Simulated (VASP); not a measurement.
Wanted: the native input for a VASP 6.6.1 run.

* Task: relaxation of cell and atoms
* Functional: r2SCAN
* Potentials or basis: VASP PAW PBE potentials, release 64 (Si)
* Cutoff: 600 eV
* k mesh: 16 × 16 × 16
* Occupations: gaussian, width 0.1 eV
* Spin: no spin polarisation
* Dipole correction: no
* Further INCAR settings: ALGO = Normal; EDIFF = 1e-07; IBRION = 2; EDIFFG = -0.01; NSW = 80; ISIF = 3

The system is Si.

```
Si
1.0
     2.49626    0.00000    0.00000
     0.00000    2.49626    0.00000
     0.00000    0.00000    2.49626
Si
1
Direct
  0.00000 0.00000 0.00000
```

This isn't the form of Si at room conditions, which is diamond.

The input as run:

POSCAR

```
Si
1.0
    2.4962570231      0.0000000000      0.0000000000
    0.0000000000      2.4962570231      0.0000000000
    0.0000000000      0.0000000000      2.4962570231
Si
1
Direct
    0.0000000000      0.0000000000      0.0000000000
```

INCAR.step1

```
SYSTEM = Si
PREC = Accurate
ENCUT = 600
ISMEAR = 0
SIGMA = 0.1
LREAL = .False.
LASPH = .True.
NELM = 80
GGA = PE
ALGO = Normal
EDIFF = 1E-4
LWAVE = .True.
LCHARG = .False.
```

INCAR.step2

```
SYSTEM = Si
PREC = Accurate
ENCUT = 600
EDIFF = 1E-7
ISMEAR = 0
SIGMA = 0.1
LREAL = .False.
LASPH = .True.
NELM = 80
ALGO = Normal
ISIF = 3
LWAVE = .False.
LCHARG = .False.
METAGGA = R2SCAN
LMIXTAU = .True.
IBRION = 2
NSW = 80
EDIFFG = -0.01
ISTART = 1
```

KPOINTS

```
Automatic mesh
0
Gamma
  16 16 16
  0 0 0
```

Potentials or basis: VASP PAW PBE potentials, release 64 (Si).

The run is started by

```sh
$ cat potpaw_PBE.64/Si/POTCAR > POTCAR
$ cp INCAR.step1 INCAR
$ mpirun -np 1 vasp_std > vasp.out
$ cp INCAR.step2 INCAR
$ mpirun -np 1 vasp_std > vasp.out
```

Results of the run:

- Relaxed volume: 16.05 Å³/atom
- Relaxed cell: a = 2.523 Å, b = 2.523 Å, c = 2.523 Å, α = 90.00°, β = 90.00°, γ = 90.00°
- Space group after relaxing (to 0.1 Å): Pm-3m (No. 221)
- Energy gained by relaxing: 5.3 meV/atom
- Ionic steps: 3
- Pressure after relaxing: 0.0 GPa
- Band gap on the k mesh: zero (bands 2 and 3 overlap by 10.96 eV)

Caveat: the PAW data sets were made with another functional, which shifts forces and pressure a little.

Run time: 66 s on 1 thread of Intel(R) Xeon(R) Platinum 8488C (Sapphire Rapids), on a shared host, peak memory 0.13 GiB.
